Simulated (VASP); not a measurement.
SnO2:

```
Sn O
1.0
     4.73800    0.00000    0.00000
     0.00000    4.73800    0.00000
     0.00000    0.00000    3.18650
Sn O
2 4
Direct
  0.50000 0.50000 0.50000
  0.00000 0.00000 0.00000
  0.80710 0.19290 0.50000
  0.69290 0.69290 0.00000
  0.19290 0.80710 0.50000
  0.30710 0.30710 0.00000
```

```yaml
Program: VASP 6.6.1
Task: relaxation of cell and atoms
Functional: PBE
Dispersion: D4
Potentials_or_basis: VASP PAW PBE potentials, release 64 (Sn_d, O)
Cutoff: 600 eV
k_mesh: 6 × 6 × 8
Occupations: fermi-dirac, width 0.05 eV
Spin: no spin polarisation
```

At the start: pressure 8.0 GPa; volume 11.92 Å³/atom.

Question: Where does the relaxation end?

Answer: Over 5 steps the energy falls by 11.5 meV/atom and the volume is 12.36 Å³/atom (+3.7 %); space group P4_2/mnm (No. 136, to 0.1 Å) before and after.

The path:
```tsv
step	energy change (eV)	largest force (eV/Å)	pressure (GPa)	volume (Å³)
1	0.0000	0.2972	7.98	71.53
2	0.0434	0.2934	-8.50	77.86
3	-0.0691	0.0031	-0.09	74.20
4	-0.0691	0.0025	0.09	74.15
5	-0.0692	0.0046	0.06	74.17
```

Final structure:
```
CELL_PARAMETERS angstrom
4.78941 0.00000 0.00000
0.00000 4.78941 0.00000
0.00000 0.00000 3.23348
ATOMIC_POSITIONS crystal
Sn 0.50000 0.50000 0.50000
Sn 0.00000 0.00000 0.00000
O 0.80617 0.19383 0.50000
O 0.69383 0.69383 0.00000
O 0.19383 0.80617 0.50000
O 0.30617 0.30617 0.00000
```
